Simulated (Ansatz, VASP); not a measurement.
# Two plane-wave programs on MgAu

```
CELL_PARAMETERS angstrom
3.28058 0.00000 0.00000
0.00000 3.28058 0.00000
0.00000 0.00000 3.28058
ATOMIC_POSITIONS crystal
Mg 0.50000 0.50000 0.50000
Au 0.00000 0.00000 0.00000
```

Change from the starting cell: volume scaled by 1.02, PAW files.

Alike in both runs: task electric field gradients; functional LDA; k mesh 13 × 13 × 13; occupations fermi-dirac, width 0.05 eV; no spin polarisation.

```csv
,VASP,Ansatz
version,VASP 6.6.1,Ansatz 0.2.0
potentials or method,"VASP PAW LDA potentials, release 64 (Mg, Au)","PAW with Ansatz's default frozen-core files, scalar-relativistic"
plane-wave cutoff (eV),520,420
valence electrons in the cell,13,29
```

Ansatz gave:

```
pressure (GPa) : -5.1
```

Q: Estimate VASP's values.

A: Pressure (GPa): -5.5.

LDA's correlation is that of Perdew and Zunger in VASP and of Perdew and Wang (1992) in Ansatz. VASP's potentials hold 13 valence electrons a cell and Ansatz's 29, so a difference there can come from the potentials and not from the codes.

Neither program's run includes spin-orbit coupling.
